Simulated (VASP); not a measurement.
Write the native input for VASP 6.6.1 that does the following.

```
Task                   : single point
Functional             : r2SCAN
Potentials or basis    : VASP PAW PBE potentials, release 64 (Si)
Cutoff                 : 520 eV
k mesh                 : 15 × 15 × 11
Occupations            : fermi-dirac, width 0.1 eV
Spin                   : no spin polarisation
Dipole correction      : no
Further INCAR settings : ALGO = Normal; EDIFF = 1e-07; NBANDS = 11
```

Crystal: Si.

```
Si
1.0
    -2.29274    2.29408    1.27421
     2.29408   -2.29274    1.27421
     2.29607    2.29607   -1.27175
Si
2
Cartesian
  4.5901 0.0034 0.0025
  0.0020 2.2954 0.6383
```

One way to write it, as run:

POSCAR

```
Si
1.0
   -2.2927439305      2.2940830759      1.2742072917
    2.2940830759     -2.2927439305      1.2742072917
    2.2960749330      2.2960749330     -1.2717546446
Si
2
Direct
    0.0000076927      0.9999923073      1.0000000000
    0.7499923073      0.2500076927      0.5000000000
```

INCAR.step1

```
PREC = Accurate ; ENCUT = 520
ISMEAR = -1 ; SIGMA = 0.1
LREAL = F ; LASPH = T
NELM = 100 ; NBANDS = 11
GGA = PE ; ALGO = Normal
EDIFF = 1E-4 ; LWAVE = T
LCHARG = F
```

INCAR.step2

```
PREC = Accurate ; ENCUT = 520
EDIFF = 1E-7 ; ISMEAR = -1
SIGMA = 0.1 ; LREAL = F
LASPH = T ; NELM = 100
ALGO = Normal ; ISIF = 2
LWAVE = F ; LCHARG = F
METAGGA = R2SCAN ; LMIXTAU = T
NBANDS = 11 ; ISTART = 1
```

KPOINTS

```
regular mesh
0
Gamma
  15 15 11
```

Potentials or basis: VASP PAW PBE potentials, release 64 (Si).

The run is started by

```console
$ cat potpaw_PBE.64/Si/POTCAR > POTCAR
$ cp INCAR.step1 INCAR
$ mpirun -np 1 vasp_std > vasp.out
$ cp INCAR.step2 INCAR
$ mpirun -np 1 vasp_std > vasp.out
```

Results of the run:

```
Pressure               : 18.7 GPa
Largest force          : 0.006 eV/Å
Band gap on the k mesh : zero (bands 4 and 5 overlap by 7.80 eV)
```

Caveat: the cell stands under pressure; the PAW data sets were made with another functional, which shifts forces and pressure a little.

Run time: 6 min on 1 thread of Intel(R) Xeon(R) 6975P-C (Granite Rapids), with other jobs on the host, peak memory 0.27 GiB.
